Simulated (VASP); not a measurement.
Set up this calculation in VASP 6.6.1, as the native input.

- Task: single point
- Functional: PBE
- Potentials or basis: VASP PAW PBE potentials, release 64 (Mg, Ge_d, Se)
- Cutoff: 520 eV
- k mesh: 4 × 4 × 4
- Occupations: gaussian, width 0.1 eV
- Spin: no spin polarisation
- Dipole correction: no
- Further INCAR settings: ALGO = Normal; EDIFF = 1e-07; NBANDS = 45

The structure of MgGeSe3 lies in POSCAR:

```
MgGeSe3
1.0
    3.3186212600      1.9160068800      5.4192858300
   -3.3186212600      1.9160068800      5.4192858300
    0.0000000000     -3.8320137600      5.4192858300
Mg Ge Se
2 2 6
Direct
    0.7500000000      0.7500000000      0.7500000000
    0.2500000000      0.2500000000      0.2500000000
    0.5000000000      0.5000000000      0.5000000000
    0.0000000000      0.0000000000      0.0000000000
    0.7950468900      0.2500000000      0.7049531100
    0.7049531100      0.7950468900      0.2500000000
    0.2500000000      0.7049531100      0.7950468900
    0.2049531100      0.7500000000      0.2950468900
    0.2950468900      0.2049531100      0.7500000000
    0.7500000000      0.2950468900      0.2049531100
```

These files were run (other wordings do the same):

INCAR

```
PREC = Accurate ; ENCUT = 520
EDIFF = 1E-7 ; ISMEAR = 0
SIGMA = 0.1 ; LREAL = False
LASPH = True ; NELM = 60
ALGO = Normal ; ISIF = 2
LWAVE = False ; LCHARG = False
GGA = PE ; NBANDS = 45
```

KPOINTS

```
regular mesh
0
Gamma
  4 4 4
```

Potentials or basis: VASP PAW PBE potentials, release 64 (Mg, Ge_d, Se).

Run with:

```bash
$ cat potpaw_PBE.64/Mg/POTCAR potpaw_PBE.64/Ge_d/POTCAR potpaw_PBE.64/Se/POTCAR > POTCAR
$ mpirun -np 1 vasp_std > vasp.out
```

Results of the run:

- Pressure: 13.5 GPa
- Largest force: 1.410 eV/Å
- Band gap on the k mesh: zero (band 34 reaches 5.06 eV, above the bottom of band 35 at 4.65 eV)

Caveat: forces of over 1 eV/Å act on the atoms, so gaps and moduli don't describe the material at rest.

Wall time 3.9 min on 1 thread of Oxide Virtual Turin-like Processor (shared host), peak memory 0.37 GiB.
